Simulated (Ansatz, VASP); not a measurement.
**Al in VASP and in Ansatz**

```
Al
1.0
     2.67183    0.00000    0.00000
    -1.33592    2.31387    0.00000
     0.00000    0.00000    4.86685
Al
2
Direct
  0.66667 0.33333 0.75000
  0.33333 0.66667 0.25000
```

Change from the starting cell: strain -0.050 along x and y, +0.000 along z, atoms carried along.

Alike in both runs: task single point; functional r2SCAN; k mesh 18 × 18 × 10; occupations gaussian, width 0.15 eV; no spin polarisation.

```csv
,VASP,Ansatz
version,VASP 6.6.1,Ansatz 0.2.0
potentials or method,"VASP PAW PBE potentials, release 64 (Al), cutoff 520 eV","scalar-relativistic, plane waves, PAW"
valence electrons in the cell,6,6
```

|  | VASP | Ansatz | Ansatz less VASP |
| --- | --- | --- | --- |
| gap on the k mesh at the Fermi level (eV) | none | none | - |
| pressure (GPa) | 7.8 | 8.1 | +0.37 |
| traceless stress, the component that is largest in VASP (GPa) | -8.74 | -8.78 | -0.037 |

VASP's potentials were made for PBE, not for r2SCAN. A gap of «none» marks a metal or a gap that the smearing closes. The functional is the same, so the differences come from potentials, cutoffs and numerics.
